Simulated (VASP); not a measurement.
# ZrB (P6_3/mmc) in VASP: single point with r2SCAN

Aim: the single point of ZrB with r2SCAN.

Program: VASP 6.6.1. These are calculated values, not measurements. Logs are shortened: lines on timing, memory, paths and dates and some standing lists are left out, and cuts for length are marked.

**1. The cell of the first run**

It takes space group P6_3/mmc (No. 194, hexagonal). Conventional cell: a = 3.548 Å, b = 3.548 Å, c = 16.310 Å, α = 90.00°, β = 90.00°, γ = 120.00°. Zr (site symmetry -6m2) has 6 B at 2.40 Å within 3.2 Å. Zr (site symmetry 3m) has 6 B at 2.49 Å and 12 Zr at 3.36 to 3.55 Å within 3.6 Å. B (site symmetry 3m) has 6 Zr at 2.40 to 2.49 Å and 1 B at 2.49 Å within 3.2 Å. B (site symmetry -3m) has 6 Zr at 2.49 Å within 3.3 Å.

**2. Single point, r2SCAN**

File POSCAR:

```
ZrB
1.0
    3.5475740049      0.0000000000      0.0000000000
   -1.7737870025      3.0722892101      0.0000000000
    0.0000000000      0.0000000000     16.3100339472
Zr B
6 6
Direct
    0.0000000000      0.0000000000      0.0000000000
    0.3333333333      0.6666666667      0.1633633224
    0.6666666667      0.3333333333      0.3366366776
    0.0000000000      0.0000000000      0.5000000000
    0.6666666667      0.3333333333      0.6633633224
    0.3333333333      0.6666666667      0.8366366776
    0.6666666667      0.3333333333      0.0762967351
    0.0000000000      0.0000000000      0.2500000000
    0.3333333333      0.6666666667      0.4237032649
    0.3333333333      0.6666666667      0.5762967351
    0.0000000000      0.0000000000      0.7500000000
    0.6666666667      0.3333333333      0.9237032649
```

File INCAR.step1:

```
PREC = Accurate
ENCUT = 520
ISMEAR = 0
SIGMA = 0.1
LREAL = F
LASPH = T
NELM = 100
NBANDS = 57
GGA = PE
ALGO = Normal
EDIFF = 1E-4
LWAVE = T
LCHARG = F
```

File INCAR.step2:

```
PREC = Accurate
ENCUT = 520
EDIFF = 1E-6
ISMEAR = 0
SIGMA = 0.1
LREAL = F
LASPH = T
NELM = 100
ALGO = Normal
ISIF = 2
LWAVE = F
LCHARG = F
METAGGA = R2SCAN
LMIXTAU = T
NBANDS = 57
ISTART = 1
```

File KPOINTS:

```
regular mesh
0
Gamma
  12 12 2
```

Potentials or basis: VASP PAW PBE potentials, release 64 (Zr_sv, B).

The run is started by

```sh
> cat potpaw_PBE.64/Zr_sv/POTCAR potpaw_PBE.64/B/POTCAR > POTCAR
> cp INCAR.step1 INCAR
> mpirun -np 1 vasp_std > vasp.out
> cp INCAR.step2 INCAR
> mpirun -np 1 vasp_std > vasp.out
```

OUTCAR:

```text
PREC = Accurate
   ENCUT = 520
   EDIFF = 1E-6
   ISMEAR = 0
   LREAL = F
   LASPH = T
   NELM = 100
   ISIF = 2
   METAGGA = R2SCAN
   ISTART = 1

 ion  position               nearest neighbor table
   1  0.000  0.000  0.000-   7 2.40  12 2.40   7 2.40  12 2.40   7 2.40  12 2.40   2 3.36   6 3.36
                             2 3.36   6 3.36   2 3.36   6 3.36
   2  0.333  0.667  0.163-   8 2.49   8 2.49   8 2.49   7 2.49   7 2.49   7 2.49   1 3.36   1 3.36
                             1 3.36   3 3.49   3 3.49   3 3.49
   3  0.667  0.333  0.337-   8 2.49   8 2.49   8 2.49   9 2.49   9 2.49   9 2.49   4 3.36   4 3.36
                             4 3.36   2 3.49   2 3.49   2 3.49
   4  0.000  0.000  0.500-   9 2.40  10 2.40   9 2.40  10 2.40   9 2.40  10 2.40   3 3.36   5 3.36
                             3 3.36   5 3.36   3 3.36   5 3.36
   5  0.667  0.333  0.663-  11 2.49  11 2.49  11 2.49  10 2.49  10 2.49  10 2.49   4 3.36   4 3.36
                             4 3.36   6 3.49   6 3.49   6 3.49
   6  0.333  0.667  0.837-  11 2.49  11 2.49  11 2.49  12 2.49  12 2.49  12 2.49   1 3.36   1 3.36
                             1 3.36   5 3.49   5 3.49   5 3.49
   7  0.667  0.333  0.076-   1 2.40   1 2.40   1 2.40   2 2.49   2 2.49   2 2.49
   8  0.000  0.000  0.250-   2 2.49   3 2.49   3 2.49   2 2.49   3 2.49   2 2.49
   9  0.333  0.667  0.424-   4 2.40   4 2.40   4 2.40   3 2.49   3 2.49   3 2.49
  10  0.333  0.667  0.576-   4 2.40   4 2.40   4 2.40   5 2.49   5 2.49   5 2.49
  11  0.000  0.000  0.750-   5 2.49   6 2.49   5 2.49   6 2.49   5 2.49   6 2.49
  12  0.667  0.333  0.924-   1 2.40   1 2.40   1 2.40   6 2.49   6 2.49   6 2.49

  LATTYP: Found a hexagonal cell.
 ALAT       =     3.5475740049
 C/A-ratio  =     4.5975176063

  Lattice vectors:

 A1 = (   3.5475740049,   0.0000000000,   0.0000000000)
 A2 = (  -1.7737870025,   3.0722892101,   0.0000000000)
 A3 = (   0.0000000000,   0.0000000000,  16.3100339472)

Analysis of symmetry for initial positions (statically):
=====================================================================
 Subroutine PRICEL returns:
 Original cell was already a primitive cell.

 Routine SETGRP: Setting up the symmetry group for a
 hexagonal supercell.

 Subroutine GETGRP returns: Found 24 space group operations
 (whereof 12 operations were pure point group operations)
 out of a pool of 24 trial point group operations.

The static configuration has the point symmetry D_3h.
 The point group associated with its full space group is D_6h.

Analysis of symmetry for dynamics (positions and initial velocities):
=====================================================================
 Subroutine PRICEL returns:
 Original cell was already a primitive cell.

 Routine SETGRP: Setting up the symmetry group for a
 hexagonal supercell.

 Subroutine GETGRP returns: Found 24 space group operations
 (whereof 12 operations were pure point group operations)
 out of a pool of 24 trial point group operations.

The dynamic configuration has the point symmetry D_3h.
 The point group associated with its full space group is D_6h.

 Subroutine INISYM returns: Found 24 space group operations
 (whereof 12 operations are pure point group operations),
 and found     1 'primitive' translations

----------------------------------------------------------------------------------------

                                     Primitive cell

  volume of cell :     177.7659

  direct lattice vectors                    reciprocal lattice vectors
     3.547574005  0.000000000  0.000000000     0.281882774  0.162745095  0.000000000
    -1.773787002  3.072289210  0.000000000     0.000000000  0.325490190  0.000000000
     0.000000000  0.000000000 16.310033947     0.000000000  0.000000000  0.061311951

  length of vectors
     3.547574005  3.547574005 16.310033947     0.325490190  0.325490190  0.061311951

  position of ions in fractional coordinates (direct lattice)
     0.000000000  0.000000000  0.000000000
     0.333333333  0.666666667  0.163363322
     0.666666667  0.333333333  0.336636678
     0.000000000  0.000000000  0.500000000
     0.666666667  0.333333333  0.663363322
     0.333333333  0.666666667  0.836636678
     0.666666667  0.333333333  0.076296735
     0.000000000  0.000000000  0.250000000
     0.333333333  0.666666667  0.423703265
     0.333333333  0.666666667  0.576296735
     0.000000000  0.000000000  0.750000000
     0.666666667  0.333333333  0.923703265

  ion indices of the primitive-cell ions
   primitive index   ion index
                 1           1
[... 25 lines left out ...]
     0.000000000  0.000000000  0.030655975     0.000000000  0.000000000  0.500000000

  Length of vectors
     0.027124183  0.027124183  0.030655975

  Shift w.r.t. Gamma in fractional coordinates (k-lattice)
     0.000000000  0.000000000  0.000000000

 Subroutine IBZKPT returns following result:
 ===========================================

 Found     38 irreducible k-points:

 Following reciprocal coordinates:
            Coordinates               Weight
  0.000000  0.000000  0.000000      1.000000
  0.083333  0.000000  0.000000      6.000000
  0.166667  0.000000  0.000000      6.000000
  0.250000  0.000000  0.000000      6.000000
  0.333333 -0.000000  0.000000      6.000000
  0.416667  0.000000  0.000000      6.000000
[... 16 lines left out ...]
  0.250000  0.000000  0.500000      6.000000
  0.333333 -0.000000  0.500000      6.000000
 [... further k-points ...]
   k-points           NKPTS =     38   k-points in BZ     NKDIM =     38   number of bands    NBANDS=     57
   number of dos      NEDOS =    301   number of ions     NIONS =     12
   total plane-waves  NPLWV =  98784
   dimension x,y,z NGX =    28 NGY =   28 NGZ =  126
   dimension x,y,z NGXF=    56 NGYF=   56 NGZF=  252
   ions per type =               6   6
   NGX,Y,Z   is equivalent  to a cutoff of  13.12, 13.12, 12.84 a.u.
   NGXF,Y,Z  is equivalent  to a cutoff of  26.24, 26.24, 25.69 a.u.
 SYSTEM =  unknown system
   PREC   = accura    normal or accurate (medium, high low for compatibility)
   ISTART =      1    job   : 0-new  1-cont  2-samecut
   ICHARG =      0    charge: 1-file 2-atom 10-const
   ISPIN  =      1    spin polarized calculation?
   LNONCOLLINEAR =      F non collinear calculations
   LSORBIT =      F    spin-orbit coupling
   LASPH  =      T    aspherical Exc in radial PAW
   ENCUT  =  520.0 eV  38.22 Ry    6.18 a.u.   6.60  6.60 30.33*2*pi/ulx,y,z
   NELM   =    100;   NELMIN=  2; NELMDL=  0     # of ELM steps
   EDIFF  = 0.1E-05   stopping-criterion for ELM
   LREAL  =      F    real-space projection
   EDIFFG = 0.1E-04   stopping-criterion for IOM
   NSW    =      0    number of steps for IOM
   IBRION =     -1    ionic relax: 0-MD 1-quasi-New 2-CG
   NFREE  =      0    steps in history (QN), initial steepest desc. (CG)
   ISIF   =      2    stress and relaxation
   ISYM   =      2    0-nonsym 1-usesym 2-fastsym
   POTIM  = 0.5000    time-step for ionic-motion
   TEBEG  =    0.0;   TEEND  =   0.0 temperature during run
   PSTRESS=    0.0 pullay stress
   NELECT =      90.0000    total number of electrons
   NUPDOWN=      -1.0000    fix difference up-down
   EMIN   =  10.00;   EMAX   =-10.00  energy-range for DOS
   EFERMI =   0.00;   METHOD = LEGACY
   ISMEAR =     0;   SIGMA  =   0.10  broadening in eV -4-tet -1-fermi 0-gaus
   EFERMI_NEDOS =   21; number of points for ismear=-14 and -15
   IALGO  =     38    algorithm
   IMIX   =      4    mixing-type and parameters
     AMIX     =   0.40;   BMIX     =  1.00
     AMIX_MAG =   1.60;   BMIX_MAG =  1.00
  volume/ion in A,a.u.               =      14.81        99.97
  Fermi-wavevector in a.u.,A,eV,Ry     =   1.304787  2.465689 23.163488  1.702468
  Thomas-Fermi vector in A             =   2.435699
   LORBIT       =      0    0 simple, 1 ext, 2 COOP (PROOUT), +10 PAW based schemes
   METAGGA = R2SCAN    functional components
   LHFCALC =     F    Hartree Fock is set to
   AEXX    =    0.0000 exact exchange contribution
   IVDW    =     0    specifies the selected vdW correction
   LEPSILON=     F    determine dielectric tensor
   LRPA    =     F    only Hartree local field effects (RPA)
 non-spin polarized calculation
 Gauss-broadening in eV      SIGMA  =   0.10
  energy-cutoff  :      520.00
  volume of cell :      177.77
 maximum number of plane-waves:      4872
 NGX is ok and might be reduce to    28
   NGX = 13   NGY = 13   NGZ = 61

 number of electron      90.0000000 magnetization

 Free energy of the ion-electron system (eV)
  ---------------------------------------------------
  ext. energy  EPLUGINS =         0.00000000
  ---------------------------------------------------
  free energy    TOTEN  =      -186.31709934 eV

  energy without entropy =     -186.29532381  energy(sigma->0) =     -186.30621157

 E-fermi :   7.4554     XC(G=0): -12.2675

 val. band max:        7.4518758758   @ k =   0.0833   0.0000   0.0000
 cond. band min:       7.4765549267   @ k =   0.0833   0.0000   0.0000
 fundamental gap:      0.0246790509
 Fermi energy:         7.4554249988

 k-point     1 :       0.0000    0.0000    0.0000
  band No.  band energies     occupation
      1     -41.7984      2.00000
      2     -41.7902      2.00000
      3     -41.7722      2.00000
      4     -41.7617      2.00000
      5     -41.6656      2.00000
      6     -41.6633      2.00000
[... 1429 lines left out ...]
     56      11.7085      0.00000
     57      11.9725      0.00000

 [... further k-points ...]

------------------------ aborting loop because EDIFF is reached ----------------------------------------

  FORCE on cell =-STRESS in cart. coord.  units (eV):
  Direction    XX          YY          ZZ          XY          YZ          ZX
  --------------------------------------------------------------------------------------
  -------------------------------------------------------------------------------------
  Total        0.0722003      0.0722003      0.0229811     -0.0000000      0.0000000      0.0000000
  in kB        0.6507301      0.6507301      0.2071255     -0.0000000      0.0000000      0.0000000
  external PRESSURE =       0.5028619 kB  Pullay stress =       0.0000000 kB

 VOLUME and BASIS-vectors are now :
 -----------------------------------------------------------------------------
  energy-cutoff  :      520.00
  volume of cell :      177.77
      direct lattice vectors                 reciprocal lattice vectors
     3.547574005  0.000000000  0.000000000     0.281882774  0.162745095  0.000000000
    -1.773787002  3.072289210  0.000000000     0.000000000  0.325490190  0.000000000
     0.000000000  0.000000000 16.310033947     0.000000000  0.000000000  0.061311951

 POSITION                                       TOTAL-FORCE (eV/Angst)
 -----------------------------------------------------------------------------------
      0.00000      0.00000      0.00000         0.000000      0.000000     -0.000000
     -0.00000      2.04819      2.66446         0.000000     -0.000000     -0.003224
      1.77379      1.02410      5.49056        -0.000000      0.000000      0.003224
      0.00000      0.00000      8.15502         0.000000      0.000000     -0.000000
      1.77379      1.02410     10.81948        -0.000000      0.000000     -0.003224
     -0.00000      2.04819     13.64557         0.000000     -0.000000      0.003224
      1.77379      1.02410      1.24440         0.000000      0.000000     -0.001676
      0.00000      0.00000      4.07751         0.000000      0.000000     -0.000000
     -0.00000      2.04819      6.91061        -0.000000      0.000000      0.001676
     -0.00000      2.04819      9.39942        -0.000000      0.000000     -0.001676
      0.00000      0.00000     12.23253         0.000000      0.000000     -0.000000
      1.77379      1.02410     15.06563         0.000000     -0.000000      0.001676
 -----------------------------------------------------------------------------------
    total drift:                               -0.000000      0.000000      0.000000

  FREE ENERGIE OF THE ION-ELECTRON SYSTEM (eV)
  ---------------------------------------------------
  free  energy   TOTEN  =      -186.3170993376 eV

  energy  without entropy=     -186.2953238096  energy(sigma->0) =     -186.30621157
```

Run time: 17 min. Hardware: 1 thread of Intel Xeon 6975P-C (Granite Rapids), shared host; peak memory 0.5 GiB.

What came out:

* Free energy: -186.3171 eV
* Pressure: 0.1 GPa
* Largest force: 0.003 eV/Å
* Band gap on the k mesh: zero (bands 45 and 46 overlap by 1.37 eV)

Forces in eV/Å, atoms in the order of the input:
```
Zr   0.000  0.000  0.000
Zr   0.000  0.000 -0.003
Zr   0.000  0.000  0.003
Zr   0.000  0.000  0.000
Zr   0.000  0.000 -0.003
Zr   0.000  0.000  0.003
B    0.000  0.000 -0.002
B    0.000  0.000  0.000
B    0.000  0.000  0.002
B    0.000  0.000 -0.002
B    0.000  0.000  0.000
B    0.000  0.000  0.002
```

Caveat: the PAW data sets were made with another functional, which shifts forces and pressure a little.

The gap in the log of VASP goes by the Fermi energy; the results here count the filled bands.